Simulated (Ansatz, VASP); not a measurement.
# Two plane-wave programs on Ga

Contents of INCAR:

```
SYSTEM = Ga
ALGO = Normal
EDIFF = 1E-7
ENCUT = 520
GGA = PS
ISIF = 2
ISMEAR = 0
LASPH = .True.
LCHARG = .False.
LREAL = .False.
LWAVE = .False.
NBANDS = 12
NELM = 100
PREC = Accurate
SIGMA = 0.1
```

Contents of KPOINTS:

```
k-points
0
Gamma
  9 9 6
  0 0 0
```

POSCAR

```
Ga
1.0
    2.8879143029      0.0000000000      0.0000000000
   -1.4439571514      2.5010071502      0.0000000000
    0.0000000000      0.0000000000      2.6983949268
Ga
1
Direct
    0.0000000000      0.0000000000      0.0000000000
```

Input for Ansatz:

```yaml
crystal:
  lattice:
    - [2.8879143029, 0.0, 0.0]
    - [-1.4439571514, 2.5010071502, 0.0]
    - [0.0, 0.0, 2.6983949268]
  atoms:
    - { symbol: Ga, position: [0.0, 0.0, 0.0] }
basis:
  ecutwfc: 420
kpoints:
  mp_grid: { grid: [9, 9, 6] }
hamiltonian:
  xc: pbesol
scf:
  occupations: { method: gaussian, width: 0.1 }
  lower_state_search: "off"
output:
  forces: true
  stress: true
  eigenvalues: true
```

Alike in both runs: task single point; functional PBEsol; k mesh 9 × 9 × 6; occupations gaussian, width 0.1 eV; no spin polarisation.

|  | VASP | Ansatz |
| --- | --- | --- |
| version | VASP 6.6.1 | Ansatz 0.2.0 |
| potentials or method | VASP PAW PBE potentials, release 64 (Ga_d), cutoff 520 eV | scalar-relativistic, plane waves, PAW |
| valence electrons in the cell | 13 | 13 |

|  | VASP | Ansatz | Ansatz less VASP |
| --- | --- | --- | --- |
| gap on the k mesh at the Fermi level (eV) | none | none | - |
| pressure (GPa) | -3.0 | -3.0 | -0.06 |
| traceless stress, the component that is largest in VASP (GPa) | 4.48 | 4.47 | -0.006 |

VASP's potentials were made for PBE, not for PBEsol. A gap of «none» marks a metal or a gap that the smearing closes.

The k mesh is coarse, so the values compare programs but aren't converged.
